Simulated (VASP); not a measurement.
# TiB (Pm-3m) in VASP: notebook

Runs on TiB. Level: PBEsol. Tasks: single point, relaxation of cell and atoms.

All numbers are computed with VASP 6.6.1; they aren't measurements. Logs are shortened: lines on timing, memory, paths and dates and some standing lists are left out, and cuts for length are marked.

## (1) The cell of the first run

The structure is cubic, space group Pm-3m (No. 221). The conventional cell has a = 2.775 Å, b = 2.775 Å, c = 2.775 Å, α = 90.00°, β = 90.00°, γ = 90.00°. Within 3.2 Å of Ti (site symmetry m-3m) lie 8 B at 2.40 Å and 6 Ti at 2.78 Å. Within 3.2 Å of B (site symmetry m-3m) lie 8 Ti at 2.40 Å and 6 B at 2.78 Å.

## (2) Single point, PBEsol

Contents of INCAR:

```
SYSTEM = TiB
PREC = Accurate ; ENCUT = 500
EDIFF = 1E-6 ; ISMEAR = -1
SIGMA = 0.05 ; LREAL = .False.
LASPH = .True. ; NELM = 120
ALGO = Normal ; ISIF = 2
LWAVE = .False. ; LCHARG = .False.
GGA = PS ; NBANDS = 14
GGA_COMPAT = .False.
```

Contents of KPOINTS:

```
Automatic mesh
0
Gamma
  9 9 9
  0 0 0
```

Contents of POSCAR:

```
TiB
1.0
    2.7754869897      0.0000000000      0.0000000000
    0.0000000000      2.7754869897      0.0000000000
    0.0000000000      0.0000000000      2.7754869897
Ti B
1 1
Direct
    0.0000000000      0.0000000000      0.0000000000
    0.5000000000      0.5000000000      0.5000000000
```

Potentials or basis: VASP PAW PBE potentials, release 64 (Ti_sv, B).

Run with:

```bash
cat potpaw_PBE.64/Ti_sv/POTCAR potpaw_PBE.64/B/POTCAR > POTCAR
mpirun -np 1 vasp_std > vasp.out
```

OUTCAR:

```text
SYSTEM = TiB
   PREC = Accurate
   ENCUT = 500
   EDIFF = 1E-6
   ISMEAR = -1
   LREAL = .False.
   LASPH = .True.
   NELM = 120
   ISIF = 2
   GGA = PS

 ion  position               nearest neighbor table
   1  0.000  0.000  0.000-   2 2.40   2 2.40   2 2.40   2 2.40   2 2.40   2 2.40   2 2.40   2 2.40

   2  0.500  0.500  0.500-   1 2.40   1 2.40   1 2.40   1 2.40   1 2.40   1 2.40   1 2.40   1 2.40

  LATTYP: Found a simple cubic cell.
 ALAT       =     2.7754869897

  Lattice vectors:

 A1 = (   2.7754869897,   0.0000000000,   0.0000000000)
 A2 = (   0.0000000000,   2.7754869897,   0.0000000000)
 A3 = (   0.0000000000,   0.0000000000,   2.7754869897)

Analysis of symmetry for initial positions (statically):
=====================================================================
 Subroutine PRICEL returns:
 Original cell was already a primitive cell.

 Routine SETGRP: Setting up the symmetry group for a
 simple cubic supercell.

 Subroutine GETGRP returns: Found 48 space group operations
 (whereof 48 operations were pure point group operations)
 out of a pool of 48 trial point group operations.

The static configuration has the point symmetry O_h .

Analysis of symmetry for dynamics (positions and initial velocities):
=====================================================================
 Subroutine PRICEL returns:
 Original cell was already a primitive cell.

 Routine SETGRP: Setting up the symmetry group for a
 simple cubic supercell.

 Subroutine GETGRP returns: Found 48 space group operations
 (whereof 48 operations were pure point group operations)
 out of a pool of 48 trial point group operations.

The dynamic configuration has the point symmetry O_h .

 Subroutine INISYM returns: Found 48 space group operations
 (whereof 48 operations are pure point group operations),
 and found     1 'primitive' translations

----------------------------------------------------------------------------------------

                                     Primitive cell

  volume of cell :      21.3805

  direct lattice vectors                    reciprocal lattice vectors
     2.775486990  0.000000000  0.000000000     0.360297131  0.000000000  0.000000000
     0.000000000  2.775486990  0.000000000     0.000000000  0.360297131  0.000000000
     0.000000000  0.000000000  2.775486990     0.000000000  0.000000000  0.360297131

[... 89 lines left out ...]
   ISIF   =      2    stress and relaxation
   ISYM   =      2    0-nonsym 1-usesym 2-fastsym
   POTIM  = 0.5000    time-step for ionic-motion
   TEBEG  =    0.0;   TEEND  =   0.0 temperature during run
   PSTRESS=    0.0 pullay stress
   NELECT =      15.0000    total number of electrons
   NUPDOWN=      -1.0000    fix difference up-down
   EMIN   =  10.00;   EMAX   =-10.00  energy-range for DOS
   EFERMI =   0.00;   METHOD = LEGACY
   ISMEAR =    -1;   SIGMA  =   0.05  broadening in eV -4-tet -1-fermi 0-gaus
   EFERMI_NEDOS =   21; number of points for ismear=-14 and -15
   IALGO  =     38    algorithm
   IMIX   =      4    mixing-type and parameters
     AMIX     =   0.40;   BMIX     =  1.00
     AMIX_MAG =   1.60;   BMIX_MAG =  1.00
  volume/ion in A,a.u.               =      10.69        72.14
  Fermi-wavevector in a.u.,A,eV,Ry     =   1.454675  2.748938 28.791018  2.116080
  Thomas-Fermi vector in A             =   2.571798
   LORBIT       =      0    0 simple, 1 ext, 2 COOP (PROOUT), +10 PAW based schemes
   GGA     = PS    functional components
   LHFCALC =     F    Hartree Fock is set to
   AEXX    =    0.0000 exact exchange contribution
   IVDW    =     0    specifies the selected vdW correction
   LEPSILON=     F    determine dielectric tensor
   LRPA    =     F    only Hartree local field effects (RPA)
 non-spin polarized calculation
  energy-cutoff  :      500.00
  volume of cell :       21.38
 maximum number of plane-waves:       553
   NGX = 11   NGY = 11   NGZ = 11

 number of electron      15.0000002 magnetization

 Free energy of the ion-electron system (eV)
  ---------------------------------------------------
  ext. energy  EPLUGINS =         0.00000000
  ---------------------------------------------------
  free energy    TOTEN  =       -15.49303554 eV

  energy without entropy =      -15.46366629  energy(sigma->0) =      -15.47835092

 E-fermi :   9.5292     XC(G=0): -12.5167

 val. band max:        9.5182029252   @ k =   0.2222   0.2222   0.1111
 cond. band min:       9.5375971880   @ k =   0.3333   0.0000   0.0000
 fundamental gap:      0.0193942628
 Fermi energy:         9.5292326647

 k-point     1 :       0.0000    0.0000    0.0000
  band No.  band energies     occupation
      1     -46.9336      2.00000
      2     -23.0215      2.00000
      3     -23.0215      2.00000
      4     -23.0215      2.00000
      5      -1.5061      2.00000
      6       7.8133      2.00000
      7       7.8133      2.00000
      8      12.5014      0.00000
      9      12.5014      0.00000
     10      12.5014      0.00000
     11      12.5079      0.00000
     12      12.5079      0.00000
     13      12.5079      0.00000
     14      23.1090      0.00000
[... 377 lines left out ...]
      1     -46.7935      2.00000
      2     -23.5424      2.00000
      3     -23.3950      2.00000
      4     -22.9880      2.00000
      5       2.3867      2.00000
      6       5.5959      2.00000
      7       6.8756      2.00000
      8       9.5166      1.12569
      9      10.6738      0.00000
     10      11.4145      0.00000
     11      13.7352      0.00000
     12      14.0409      0.00000
     13      16.3111      0.00000
     14      19.6011      0.00000

 [... further k-points ...]

------------------------ aborting loop because EDIFF is reached ----------------------------------------

  FORCE on cell =-STRESS in cart. coord.  units (eV):
  Direction    XX          YY          ZZ          XY          YZ          ZX
  --------------------------------------------------------------------------------------
  -------------------------------------------------------------------------------------
  Total       -0.3592306     -0.3592306     -0.3592306      0.0000000      0.0000000     -0.0000000
  in kB      -26.9194588    -26.9194588    -26.9194588      0.0000000      0.0000000     -0.0000000
  external PRESSURE =     -26.9194588 kB  Pullay stress =       0.0000000 kB

 VOLUME and BASIS-vectors are now :
 -----------------------------------------------------------------------------
  energy-cutoff  :      500.00
  volume of cell :       21.38
      direct lattice vectors                 reciprocal lattice vectors
     2.775486990  0.000000000  0.000000000     0.360297131  0.000000000  0.000000000
     0.000000000  2.775486990  0.000000000     0.000000000  0.360297131  0.000000000
     0.000000000  0.000000000  2.775486990     0.000000000  0.000000000  0.360297131

 POSITION                                       TOTAL-FORCE (eV/Angst)
 -----------------------------------------------------------------------------------
      0.00000      0.00000      0.00000         0.000000      0.000000      0.000000
      1.38774      1.38774      1.38774         0.000000      0.000000      0.000000
 -----------------------------------------------------------------------------------
    total drift:                                0.000000      0.000000      0.000000

  FREE ENERGIE OF THE ION-ELECTRON SYSTEM (eV)
  ---------------------------------------------------
  free  energy   TOTEN  =       -15.4930355439 eV

  energy  without entropy=      -15.4636662923  energy(sigma->0) =      -15.47835092
```

stdout:

```text
POSCAR found type information on POSCAR TiB
 POSCAR found :  2 types and       2 ions
 scaLAPACK will be used
 -----------------------------------------------------------------------------
|                                                                             |
|                                                                             |
|     You enforced a specific xc type in the INCAR file but a different       |
|     I HOPE YOU KNOW WHAT YOU ARE DOING!                                     |
|                                                                             |
 -----------------------------------------------------------------------------

 LDA part: xc-table for (Slater+PW92), standard interpolation
 POSCAR, INCAR and KPOINTS ok, starting setup
 FFT: planning ... GRIDC
 FFT: planning ... GRID_SOFT
 FFT: planning ... GRID
 WAVECAR not read
 entering main loop
```

It took 20 s on 1 thread of Intel Xeon 8259CL, shared host; peak memory 0.13 GiB.

Results:

```
Free energy            : -15.4930 eV
Pressure               : -2.7 GPa
Band gap on the k mesh : zero (an odd number of electrons rules out a gap without spin polarisation)
```

Caveat: the PAW data sets were made with another functional, which shifts forces and pressure a little.

## (3) Single point, PBEsol

This run uses another cell than the first one, of 10.53 Å³/atom.

Contents of INCAR:

```
SYSTEM = TiB
PREC     = Accurate       ! precision mode
ENCUT    = 500            ! plane-wave cutoff, eV
EDIFF    = 1E-6           ! SCF threshold, eV
ISMEAR   = -1             ! smearing method
SIGMA    = 0.05           ! smearing width, eV
LREAL    = .False.        ! projectors in reciprocal space
LASPH    = .True.         ! aspherical terms in the spheres
NELM     = 120            ! most SCF steps
ALGO     = Normal         ! electronic algorithm
ISIF     = 2              ! what is computed and relaxed
LWAVE    = .False.        ! write WAVECAR
LCHARG   = .False.        ! write CHGCAR
GGA      = PS             ! functional
NBANDS   = 14             ! bands
GGA_COMPAT= .False.
```

Contents of KPOINTS:

```
regular mesh
0
Gamma
  10 10 10
  0 0 0
```

Contents of POSCAR:

```
TiB
1.0
    2.7617467300      0.0000000000      0.0000000000
    0.0000000000      2.7617467300      0.0000000000
    0.0000000000      0.0000000000      2.7617467300
Ti B
1 1
Direct
    0.0000000000      0.0000000000      0.0000000000
    0.5000000000      0.5000000000      0.5000000000
```

Potentials or basis: VASP PAW PBE potentials, release 64 (Ti_sv, B).

Run with:

```bash
cat potpaw_PBE.64/Ti_sv/POTCAR potpaw_PBE.64/B/POTCAR > POTCAR
mpirun -np 1 vasp_std > vasp.out
```

Run time: 27 s. Hardware: 1 thread of Intel Xeon 8259CL, shared host; peak memory 0.13 GiB.

Results (log left out):

* Free energy: -15.5073 eV
* Pressure: 0.1 GPa
* Band gap on the k mesh: zero (an odd number of electrons rules out a gap without spin polarisation)

Levels at points of the mesh, in eV from the Fermi level:
```tsv
k point	band 5	band 6	band 7	band 8	band 9	band 10
(0.00, 0.00, 0.00)	-11.10	-1.76	-1.76	3.02	3.02	3.02
(0.50, 0.00, 0.00)	-7.29	-6.24	-0.81	-0.44	-0.44	3.26
(0.50, 0.50, 0.00)	-7.21	-2.72	-2.72	-0.94	1.51	1.51
(0.50, 0.50, 0.50)	-4.95	-4.95	-4.95	-1.76	4.40	4.40
```

Caveat: the PAW data sets were made with another functional, which shifts forces and pressure a little.

## (4) Relaxation of cell and atoms, PBEsol

This run uses another cell than the first one, of 7.09 Å³/atom.

Contents of INCAR:

```
SYSTEM = TiB
PREC = Accurate ; ENCUT = 500
EDIFF = 1E-7 ; ISMEAR = -1
SIGMA = 0.05 ; LREAL = .False.
LASPH = .True. ; NELM = 120
ALGO = Normal ; ISIF = 3
LWAVE = .False. ; LCHARG = .False.
GGA = PS ; IBRION = 2
NSW = 80 ; EDIFFG = -0.01
GGA_COMPAT = .False. ; NELMIN = 4
```

Contents of KPOINTS:

```
Automatic mesh
0
Gamma
  10 10 10
  0 0 0
```

Contents of POSCAR:

```
TiB
1.0
    2.4200000000      0.0000000000      0.0000000000
    0.0000000000      2.4200000000      0.0000000000
    0.0000000000      0.0000000000      2.4200000000
Ti B
1 1
Direct
    0.0000000000      0.0000000000      0.0000000000
    0.5000000000      0.5000000000      0.5000000000
```

Run with:

```bash
cat potpaw_PBE.64/Ti_sv/POTCAR potpaw_PBE.64/B/POTCAR > POTCAR
mpirun -np 1 vasp_std > vasp.out
```

It took 83 s on 1 thread of Intel Xeon 8259CL, shared host; peak memory 0.13 GiB.

The run converged. Its results:

```
Free energy                           : -15.4866 eV
Relaxed volume                        : 10.51 Å³/atom
Relaxed cell                          : a = 2.760 Å, b = 2.760 Å, c = 2.760 Å, α = 90.00°, β = 90.00°, γ = 90.00°
Space group after relaxing (to 0.1 Å) : Pm-3m (No. 221)
Energy gained by relaxing             : 1240.5 meV/atom
Ionic steps                           : 5
Pressure after relaxing               : 0.0 GPa
Band gap on the k mesh                : zero (an odd number of electrons rules out a gap without spin polarisation)
```

The path:
| step | energy change (eV) | largest force (eV/Å) | pressure (GPa) | volume (Å³) |
| --- | --- | --- | --- | --- |
| 1 | 0.0000 | 0.0000 | 158.62 | 14.17 |
| 2 | -0.3202 | 0.0000 | -36.08 | 33.98 |
| 3 | -2.4686 | 0.0000 | -5.78 | 21.69 |
| 4 | -2.4796 | 0.0000 | -1.99 | 21.24 |
| 5 | -2.4810 | 0.0000 | 0.03 | 21.02 |

Final structure:
```cif
data_structure
_symmetry_space_group_name_H-M 'P 1'
_symmetry_Int_Tables_number 1
_cell_length_a 2.7596
_cell_length_b 2.7596
_cell_length_c 2.7596
_cell_angle_alpha 90.000
_cell_angle_beta 90.000
_cell_angle_gamma 90.000
_cell_volume 21.02
loop_
_atom_site_label
_atom_site_type_symbol
_atom_site_fract_x
_atom_site_fract_y
_atom_site_fract_z
_atom_site_occupancy
Ti1 Ti 0.00000 0.00000 0.00000 1
B1 B 0.50000 0.50000 0.50000 1
```

Levels at points of the mesh, in eV from the Fermi level:
```csv
k point,band 5,band 6,band 7,band 8,band 9,band 10
"(0.00, 0.00, 0.00)",-11.09,-1.76,-1.76,3.03,3.04,3.04
"(0.50, 0.00, 0.00)",-7.30,-6.24,-0.81,-0.45,-0.45,3.27
"(0.50, 0.50, 0.00)",-7.22,-2.73,-2.73,-0.93,1.51,4.31
"(0.50, 0.50, 0.50)",-4.96,-4.96,-4.96,-1.75,4.41,4.41
```

Caveat: the volume moved by over 15 % at a fixed basis, so the end points are rough; the PAW data sets were made with another functional, which shifts forces and pressure a little.

## (5) Overview

| task | cell | k mesh | gap on the mesh (eV) | pressure (GPa) |
| --- | --- | --- | --- | --- |
| single point | a = 2.775 Å, 2 atoms | 9 × 9 × 9 | none | -2.7 |
| single point | a = 2.762 Å, 2 atoms | 10 × 10 × 10 | none | 0.1 |
| relaxation of cell and atoms | relaxed from a = 2.420 Å, 2 atoms | 10 × 10 × 10 | none | 0.0 |

Alike in all rows: level PBEsol; potentials or basis VASP PAW PBE potentials, release 64 (Ti_sv, B); no spin polarisation; cutoff (eV) 500; smearing fermi-dirac 0.05 eV.

Caveats: the PAW data sets were made with another functional, which shifts forces and pressure a little; the volume moved by over 15 % at a fixed basis, so the end points are rough (at least some runs).

Total energies depend on the potentials used, so only differences within one code and one set of settings carry meaning.
